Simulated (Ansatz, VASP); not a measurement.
# One calculation of W, two programs

The input INCAR:

```
SYSTEM = W
PREC = Accurate
ENCUT = 520
EDIFF = 1E-6
ISMEAR = 0
SIGMA = 0.15
LREAL = .FALSE.
LASPH = .TRUE.
NELM = 60
ALGO = Fast
ISIF = 2
LWAVE = .FALSE.
LCHARG = .TRUE.
GGA = PE
LELF = .TRUE.
LVHAR = .TRUE.
NBANDS = 13
```

The input KPOINTS:

```
regular mesh
0
G
  20 20 20
  0 0 0
```

Contents of POSCAR:

```
W
1.0
    0.0000000000      2.0300000000      2.0097000000
    2.0300000000      0.0000000000      2.0097000000
    2.0300000000      2.0300000000      0.0000000000
W
1
Direct
    0.0000000000      0.0000000000      0.0000000000
```

Input for Ansatz:

```yaml
crystal:
  lattice:
    - [0.0, 2.03, 2.0097]
    - [2.03, 0.0, 2.0097]
    - [2.03, 2.03, 0.0]
  atoms:
    - { symbol: W, position: [0.0, 0.0, 0.0] }
basis:
  ecutwfc: 420
kpoints:
  mp_grid: { grid: [20, 20, 20] }
hamiltonian:
  xc: pbe
scf:
  occupations: { method: gaussian, width: 0.15 }
output:
  forces: true
  stress: true
  eigenvalues: true
```

Change from the starting cell: strain -0.0100 x Voigt [0, 0, 1, 0, 0, 0], atoms carried along.

Alike in both runs: task single point; functional PBE; k mesh 20 × 20 × 20; occupations gaussian, width 0.15 eV; no spin polarisation.

```csv
,VASP,Ansatz
version,VASP 6.6.1,Ansatz 0.2.0
potentials or method,"VASP PAW PBE potentials, release 64 (W_sv), cutoff 520 eV","scalar-relativistic, plane waves, PAW"
valence electrons in the cell,14,14
```

|  | VASP | Ansatz | Ansatz less VASP |
| --- | --- | --- | --- |
| gap on the k mesh at the Fermi level (eV) | none | none | - |
| pressure (GPa) | -1.5 | -1.9 | -0.42 |
| traceless stress, the component that is largest in VASP (GPa) | -2.42 | -2.39 | +0.026 |

A gap of «none» marks a metal or a gap that the smearing closes. With one functional, cell and mesh, what is left measures potentials, basis and numerics.

Spin-orbit coupling is off throughout.
